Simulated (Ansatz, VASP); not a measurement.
## CdS: VASP beside Ansatz

```xyz
2
Lattice="0.0000 2.7268 2.7268 2.8181 0.0000 2.7268 2.8181 2.7268 0.0000" Properties=species:S:1:pos:R:3 pbc="T T T"
Cd    0.0000    0.0000    0.0000
S     2.8181    2.7268    2.7268
```

Change from the starting cell: uniaxial_x strain +3.4%.

Alike in both runs: task single point; functional r2SCAN; k mesh 8 × 8 × 8; occupations fermi-dirac, width 0.02 eV; no spin polarisation.

```csv
,VASP,Ansatz
version,VASP 6.6.1,Ansatz 0.2.0
potentials or method,"VASP PAW PBE potentials, release 64 (Cd, S)","plane waves, PAW"
plane-wave cutoff (eV),520,500
valence electrons in the cell,18,26
```

Ansatz gave:

- pressure (GPa): -2.4
- traceless stress, the component that is largest in VASP (GPa): -1.36

Estimate VASP's values.

pressure (GPa): -2.0; traceless stress, the component that is largest in VASP (GPa): -1.43.

VASP's potentials were made for PBE, not for r2SCAN. VASP's potentials hold 18 valence electrons a cell and Ansatz's 26, so a difference there can come from the potentials and not from the codes.
